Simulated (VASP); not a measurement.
Wanted: the native input for a VASP 6.6.1 run.

| Property | Result |
| --- | --- |
| Task | single point |
| Functional | BLYP |
| Potentials or basis | VASP PAW PBE potentials, release 64 (Al) |
| Cutoff | 520 eV |
| k mesh | 22 × 22 × 22 |
| Occupations | fermi-dirac, width 0.1 eV |
| Spin | no spin polarisation |
| Dipole correction | no |
| Further INCAR settings | ALGO = Normal; EDIFF = 1e-07; NBANDS = 8 |

The structure of Al lies in POSCAR:

```
Al
1.0
   -1.6567365684      1.6567365684      1.6567365684
    1.6567365684     -1.6567365684      1.6567365684
    1.6567365684      1.6567365684     -1.6567365684
Al
1
Direct
    0.0000000000      0.0000000000      0.0000000000
```

These files were run (other wordings do the same):

INCAR

```
PREC = Accurate
ENCUT = 520
EDIFF = 1E-7
ISMEAR = -1
SIGMA = 0.1
LREAL = F
LASPH = T
NELM = 100
ALGO = Normal
ISIF = 2
LWAVE = F
LCHARG = F
GGA = B5
ALDAX = 1.0
AGGAX = 1.0
AGGAC = 1.0
ALDAC = 0.0
NBANDS = 8
```

KPOINTS

```
Automatic mesh
0
Gamma
  22 22 22
```

Potentials or basis: VASP PAW PBE potentials, release 64 (Al).

Command:

```bash
$ cat potpaw_PBE.64/Al/POTCAR > POTCAR
$ mpirun -np 1 vasp_std > vasp.out
```

It gave:

| Property | Result |
| --- | --- |
| Pressure | 0.0 GPa |

Caveat: the PAW data sets were made with another functional, which shifts forces and pressure a little.

It took 28 s on 1 thread of AMD EPYC 9R45 96-Core Processor (Zen 5) (shared host), peak memory 0.13 GiB.
